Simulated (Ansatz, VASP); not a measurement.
**One calculation of NaCl, two programs**

```xyz
2
Lattice="3.4816 -0.0350 -0.0350 -0.0350 3.4816 0.0350 -0.0350 0.0350 3.4816" Properties=species:S:1:pos:R:3 pbc="T T T"
Na    0.0000    0.0000    0.0000
Cl    1.7058    1.7408    1.7408
```

Alike in both runs: task single point; functional PBEsol; k mesh 6 × 6 × 6; occupations gaussian, width 0.02 eV; no spin polarisation.

```csv
,VASP,Ansatz
version,VASP 6.6.1,Ansatz 0.2.0
potentials or method,"VASP PAW PBE potentials, release 64 (Na_pv, Cl), cutoff 520 eV","scalar-relativistic, plane waves, PAW"
valence electrons in the cell,14,16
```

Ansatz gave:

| Item | Value |
| --- | --- |
| gap on the k mesh at the Fermi level (eV) | 3.90 |
| least direct gap on the mesh (eV) | 4.36 |
| pressure (GPa) | -0.8 |
| traceless stress, the component that is largest in VASP (GPa) | -0.06 |

Question: What did VASP give for the same quantities?

Answer: gap on the k mesh at the Fermi level (eV): 3.90; least direct gap on the mesh (eV): 4.35; pressure (GPa): -0.8; traceless stress, the component that is largest in VASP (GPa): -0.06.

VASP's potentials were made for PBE, not for PBEsol. The functional is the same, so the differences come from potentials, cutoffs and numerics. VASP's potentials hold 14 valence electrons a cell and Ansatz's 16, so a difference there can come from the potentials and not from the codes.
